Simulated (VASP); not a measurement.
The system is Tm3C2.

```xyz
5
Lattice="4.7571 0.0000 0.0000 0.0000 4.7571 0.0000 0.0000 0.0000 4.7571" Properties=species:S:1:pos:R:3 pbc="T T T"
Tm    2.3785    0.0000    0.0000
Tm    0.0000    2.3785    0.0000
Tm    0.0000    0.0000    2.3785
C     0.0000    0.0000    0.0000
C     2.3785    2.3785    2.3785
```

The cell was built from a structure type or drawn by symmetry, and may not be a known phase.

* Program: VASP 6.6.1
* Task: relaxation of cell and atoms
* Functional: PBE
* Potentials or basis: VASP PAW PBE potentials, release 64 (Tm_3, C), 4f in core
* Cutoff: 600 eV
* k mesh: 4 × 4 × 4
* Occupations: gaussian, width 0.1 eV
* Spin: no spin polarisation

At the start: pressure -6.5 GPa; volume 21.53 Å³/atom.

Question: How do energy, volume and symmetry change on relaxing?

Answer: Over 3 steps the energy falls by 39.6 meV/atom and the volume is 19.71 Å³/atom (-8.4 %); space group Pm-3m (No. 221, to 0.1 Å) before and after.

The path:
```csv
step,energy change (eV),largest force (eV/Å),pressure (GPa),volume (Å³)
1,0.0000,0.0000,-6.50,107.65
2,-0.1514,0.0000,3.87,94.61
3,-0.1978,0.0000,-0.01,98.57
```

Final structure:
```
CELL_PARAMETERS angstrom
4.61941 0.00000 0.00000
0.00000 4.61941 0.00000
0.00000 0.00000 4.61941
ATOMIC_POSITIONS crystal
Tm 0.50000 0.00000 0.00000
Tm 0.00000 0.50000 0.00000
Tm 0.00000 0.00000 0.50000
C 0.00000 0.00000 0.00000
C 0.50000 0.50000 0.50000
```

Caveat: the highest band is partly filled, so the run has too few bands.
